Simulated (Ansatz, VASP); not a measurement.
## BP: VASP beside Ansatz

```
B P
1.0
     0.00000    2.25916    2.25916
     2.25916    0.00000    2.25916
     2.25916    2.25916    0.00000
B P
1 1
Cartesian
  0.0000 0.0000 0.0000
  3.3887 3.3887 3.3887
```

Alike in both runs: task single point; functional PBEsol; k mesh 8 × 8 × 8; occupations gaussian, width 0.05 eV; no spin polarisation.

|  | VASP | Ansatz |
| --- | --- | --- |
| version | VASP 6.6.1 | Ansatz 0.2.0 |
| potentials or method | VASP PAW PBE potentials, release 64 (B, P), cutoff 520 eV | scalar-relativistic, plane waves, PAW |
| valence electrons in the cell | 8 | 8 |

Ansatz gave:

* gap on the k mesh at the Fermi level (eV): 1.15
* least direct gap on the mesh (eV): 3.38
* pressure (GPa): 0.2

Q: Estimate VASP's values.

A: gap on the k mesh at the Fermi level (eV): 1.15; least direct gap on the mesh (eV): 3.38; pressure (GPa): 0.3.

VASP's potentials were made for PBE, not for PBEsol. The functional is the same, so the differences come from potentials, cutoffs and numerics.
